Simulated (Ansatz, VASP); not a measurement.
# BeZn3Se4: VASP beside Ansatz

Contents of INCAR:

```
ALGO     = Normal         # electronic algorithm
EDIFF    = 1E-6           # SCF threshold, eV
EDIFFG   = -0.01          # ionic threshold
ENCUT    = 600            # plane-wave cutoff, eV
GGA      = PE             # functional
IBRION   = 2              # ionic algorithm
ISIF     = 3              # what is computed and relaxed
ISMEAR   = 0              # smearing method
LASPH    = True           # aspherical terms in the spheres
LCHARG   = False          # write CHGCAR
LREAL    = False          # projectors in reciprocal space
LWAVE    = False          # write WAVECAR
NELM     = 100            # most SCF steps
NSW      = 100            # ionic steps
PREC     = Accurate       # precision mode
SIGMA    = 0.02           # smearing width, eV
```

Contents of KPOINTS:

```
k-points
0
Gamma
  8 4 6
```

POSCAR

```
BeZn3Se4
1.0
    3.9489400771      0.0000000000      0.0000000000
    0.0000000000      7.9388154853      0.0000000000
    0.0000000000      0.0000000000      5.5724737352
Be Zn Se
1 3 4
Direct
    0.0000000000      0.5000000000      0.0060432825
    0.0000000000      0.0000000000      0.9989873110
    0.5000000000      0.7382966749      0.5000456533
    0.5000000000      0.2617033251      0.5000456533
    0.0000000000      0.2662515651      0.2353669231
    0.0000000000      0.7337484349      0.2353669231
    0.5000000000      0.0000000000      0.7367987910
    0.5000000000      0.5000000000      0.7873454626
```

Input for Ansatz:

```yaml
crystal:
  lattice:
    - [3.9489400771, 0.0, 0.0]
    - [0.0, 7.9388154853, 0.0]
    - [0.0, 0.0, 5.5724737352]
  atoms:
    - { symbol: Be, position: [0.0, 0.5, 0.0060432825] }
    - { symbol: Zn, position: [0.0, 0.0, 0.998987311] }
    - { symbol: Zn, position: [0.5, 0.7382966749, 0.5000456533] }
    - { symbol: Zn, position: [0.5, 0.2617033251, 0.5000456533] }
    - { symbol: Se, position: [0.0, 0.2662515651, 0.2353669231] }
    - { symbol: Se, position: [0.0, 0.7337484349, 0.2353669231] }
    - { symbol: Se, position: [0.5, 0.0, 0.736798791] }
    - { symbol: Se, position: [0.5, 0.5, 0.7873454626] }
basis:
  ecutwfc: 420
kpoints:
  mp_grid: { grid: [8, 4, 6] }
hamiltonian:
  xc: pbe
scf:
  occupations: { method: gaussian, width: 0.02 }
output:
  forces: true
  stress: true
  eigenvalues: true
  write_density: true
  write_potential: true
  elf: true
  volumetric_format: npy
relax:
  adjacent_minimum: "off"
  f_tol: 0.01
  max_steps: 80
  cell: { stress_tol: 0.05 }
```

Alike in both runs: task relaxation of cell and atoms; functional PBE; k mesh 8 × 4 × 6; occupations gaussian, width 0.02 eV; no spin polarisation.

|  | VASP | Ansatz |
| --- | --- | --- |
| version | VASP 6.6.1 | Ansatz 0.2.0 |
| potentials or method | VASP PAW PBE potentials, release 64 (Be, Zn, Se), cutoff 600 eV | scalar-relativistic, plane waves, PAW |
| valence electrons in the cell | 62 | 102 |

```csv
,VASP,Ansatz,Ansatz less VASP
"gap on the k mesh at the Fermi level, each at its own relaxed structure (eV)",1.64,1.65,+0.011
relaxed volume (Å³/atom),21.93,21.86,-0.066
relaxed length of the cell vector where the two differ most in proportion (Å),7.915,7.905,-0.0096
```

VASP's potentials hold 62 valence electrons a cell and Ansatz's 102, so a difference there can come from the potentials and not from the codes.
